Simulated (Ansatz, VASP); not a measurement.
**One calculation of SnO2, two programs**

Contents of INCAR:

```
PREC     = Accurate       # precision mode
ENCUT    = 520            # plane-wave cutoff, eV
EDIFF    = 1E-6           # SCF threshold, eV
ISMEAR   = 0              # smearing method
SIGMA    = 0.05           # smearing width, eV
LREAL    = False          # projectors in reciprocal space
LASPH    = True           # aspherical terms in the spheres
NELM     = 60             # most SCF steps
ALGO     = Normal         # electronic algorithm
ISIF     = 2              # what is computed and relaxed
LWAVE    = False          # write WAVECAR
LCHARG   = False          # write CHGCAR
NBANDS   = 35             # bands
```

File KPOINTS:

```
regular mesh
0
Gamma
  6 6 8
```

POSCAR

```
SnO2
1.0
    4.7201335122      0.0000000000      0.0000000000
    0.0000000000      4.7206343096      0.0000000000
    0.0000000000      0.0000000000      3.1888226875
Sn O
2 4
Direct
    0.4956629379      0.4949908701      0.5000000000
    0.0043459583     -0.0050168105      0.0000000000
    0.2765079676      0.3382154623      0.0000000000
    0.8085674473      0.1989799682      0.5000000000
    0.2234590284      0.8381870536      0.5000000000
    0.6913995487      0.6990083768      0.0000000000
```

Input for Ansatz:

```yaml
crystal:
  lattice:
    - [4.7201335122, 0.0, 0.0]
    - [0.0, 4.7206343096, 0.0]
    - [0.0, 0.0, 3.1888226875]
  atoms:
    - { symbol: Sn, position: [0.4956629379, 0.4949908701, 0.5] }
    - { symbol: Sn, position: [0.0043459583, -0.0050168105, 0.0] }
    - { symbol: O, position: [0.2765079676, 0.3382154623, 0.0] }
    - { symbol: O, position: [0.8085674473, 0.1989799682, 0.5] }
    - { symbol: O, position: [0.2234590284, 0.8381870536, 0.5] }
    - { symbol: O, position: [0.6913995487, 0.6990083768, 0.0] }
basis:
  ecutwfc: 520.0
kpoints:
  mp_grid: { grid: [6, 6, 8] }
hamiltonian:
  xc: lda
  pseudopotentials: { kind: paw, azcp: { folder: soft_1 } }
scf:
  occupations: { method: gaussian, width: 0.05 }
output:
  forces: true
  stress: true
  eigenvalues: true
```

Change from the starting cell: mode 4 frozen in at -0.090 Å and mode 7 at -0.116 Å (largest displacements).

Alike in both runs: task single point; functional LDA; k mesh 6 × 6 × 8; occupations gaussian, width 0.05 eV; no spin polarisation.

|  | VASP | Ansatz |
| --- | --- | --- |
| version | VASP 6.6.1 | Ansatz 0.2.0 |
| potentials or method | VASP PAW LDA potentials, release 64 (Sn_d, O), cutoff 520 eV | scalar-relativistic, plane waves, PAW |
| valence electrons in the cell | 52 | 52 |

```tsv
	VASP	Ansatz	Ansatz less VASP
gap on the k mesh at the Fermi level (eV)	1.25	1.22	-0.023
least direct gap on the mesh (eV)	1.25	1.22	-0.023
pressure (GPa)	0.5	-0.8	-1.35
traceless stress, the component that is largest in VASP (GPa)	0.80	0.42	-0.378
rms of the force components (eV/Å)	0.251	0.250	-0.0013
```

Ansatz warns that its potentials were made for another functional, while VASP's fit it. LDA's correlation is that of Perdew and Zunger in VASP and of Perdew and Wang (1992) in Ansatz. Atom by atom the forces differ by 0.015 eV/Å (rms over components).
